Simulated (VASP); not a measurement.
Set up this calculation in VASP 6.6.1, as the native input.

| Property | Result |
| --- | --- |
| Task | relaxation of cell and atoms |
| Functional | PBE |
| Potentials or basis | VASP PAW PBE potentials, release 64 (Ho_3, O), 4f in core |
| Cutoff | 600 eV |
| k mesh | 3 × 3 × 4 |
| Occupations | gaussian, width 0.2 eV |
| Spin | no spin polarisation |
| Dipole correction | no |
| Further INCAR settings | ALGO = Normal; EDIFF = 1e-07; IBRION = 2; EDIFFG = -0.08; NSW = 36; ISIF = 3 |

The structure of Ho2O lies in POSCAR:

```
Ho2O
1.0
    5.5455695100      0.0000000000      0.0000000000
    0.0000000000      5.5455695100      0.0000000000
    0.0000000000      0.0000000000      4.4361171200
Ho O
4 2
Direct
    0.8156068100      0.1843931900      0.0000000000
    0.1843931900      0.8156068100      0.0000000000
    0.3156068100      0.3156068100      0.5000000000
    0.6843931900      0.6843931900      0.5000000000
    0.0000000000      0.0000000000      0.5000000000
    0.5000000000      0.5000000000      0.0000000000
```

The cell was generated, and may not be a known phase.

One way to write it, as run:

INCAR

```
SYSTEM = Ho2O
PREC = Accurate ; ENCUT = 600
EDIFF = 1E-7 ; ISMEAR = 0
SIGMA = 0.2 ; LREAL = .FALSE.
LASPH = .TRUE. ; NELM = 200
ALGO = Normal ; ISIF = 3
LWAVE = .FALSE. ; LCHARG = .FALSE.
GGA = PE ; IBRION = 2
NSW = 36 ; EDIFFG = -0.08
GGA_COMPAT = .FALSE. ; NELMIN = 4
LMAXMIX = 6
```

KPOINTS

```
regular mesh
0
G
  3 3 4
  0 0 0
```

Potentials or basis: VASP PAW PBE potentials, release 64 (Ho_3, O), 4f in core.

Run with:

```bash
$ cat potpaw_PBE.64/Ho_3/POTCAR potpaw_PBE.64/O/POTCAR > POTCAR
$ mpirun -np 1 vasp_std > vasp.out
```

It gave:

```json
{
 "Relaxed volume": "19.54 Å³/atom",
 "Relaxed cell": "a = 5.770 Å, b = 5.770 Å, c = 3.522 Å, α = 90.00°, β = 90.00°, γ = 90.00°",
 "Space group after relaxing (to 0.1 Å)": "P4_2/mnm (No. 136)",
 "Energy gained by relaxing": "587.2 meV/atom",
 "Ionic steps": "6",
 "Pressure after relaxing": "0.0 GPa",
 "Largest force after relaxing": "0.076 eV/Å",
 "Band gap on the k mesh": "zero (bands 24 and 25 overlap by 0.45 eV)"
}
```

Caveat: the k points lie up to 0.45 Å⁻¹ apart in the final cell; a cell axis changed by over 15 % at a fixed basis, so the end point is rough; spin-orbit coupling is left out, which moves the levels of the heavy elements; the 4f electrons are frozen in the core, so they carry no moment and show no levels; the run has no spin polarisation, though such a crystal can be magnetic; the relaxation stopped at a loose force limit of 0.08 eV/Å, so its end isn't a converged minimum.

It took 2.4 min on 1 thread of Intel(R) Xeon(R) 6975P-C (Granite Rapids), with other jobs on the host, peak memory 0.31 GiB.
